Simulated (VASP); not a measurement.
Write the native input for VASP 6.6.1 that does the following.

```
Task                   : relaxation of cell and atoms
Functional             : PBE
Potentials or basis    : VASP PAW PBE potentials, release 64 (Sc_sv)
Cutoff                 : 600 eV
k mesh                 : 8 × 8 × 11
Occupations            : fermi-dirac, width 0.05 eV
Spin                   : no spin polarisation
Dipole correction      : no
Further INCAR settings : ALGO = Normal; EDIFF = 1e-06; IBRION = 2; EDIFFG = -0.005; NSW = 60; ISIF = 3
```

The structure of Sc lies in POSCAR:

```
Sc
1.0
    5.1700859530      0.0000000000      0.0000000000
   -2.5850429765      4.4774257750      0.0000000000
    0.0000000000      0.0000000000      3.2054532908
Sc
3
Direct
    0.0000000000      0.0000000000      0.0000000000
    0.3333333333      0.6666666667      0.5000000000
    0.6666666667      0.3333333333      0.5000000000
```

This isn't the form of Sc at room conditions, which is hcp.

These files were run (other wordings do the same):

INCAR

```
SYSTEM = Sc
  ALGO = Normal
  EDIFF = 1E-6
  EDIFFG = -0.005
  ENCUT = 600
  GGA = PE
  IBRION = 2
  ISIF = 3
  ISMEAR = -1
  LASPH = .True.
  LCHARG = .False.
  LREAL = .False.
  LWAVE = .False.
  NELM = 80
  NSW = 60
  PREC = Accurate
  SIGMA = 0.05
```

KPOINTS

```
k-points
0
Gamma
  8 8 11
  0 0 0
```

Potentials or basis: VASP PAW PBE potentials, release 64 (Sc_sv).

Run with:

```sh
$ cat potpaw_PBE.64/Sc_sv/POTCAR > POTCAR
$ mpirun -np 1 vasp_std > vasp.out
```

It gave:

```json
{"Relaxed volume": "24.52 Å³/atom", "Relaxed cell": "a = 5.126 Å, b = 5.126 Å, c = 3.234 Å, α = 90.00°, β = 90.00°, γ = 120.00°", "Space group after relaxing (to 0.1 Å)": "P6/mmm (No. 191)", "Energy gained by relaxing": "1.6 meV/atom", "Ionic steps": "4", "Pressure after relaxing": "0.0 GPa", "Band gap on the k mesh": "zero (an odd number of electrons rules out a gap without spin polarisation)"}
```

Wall time 10 min on 1 thread of Oxide Virtual Turin-like Processor (shared host), peak memory 0.24 GiB.
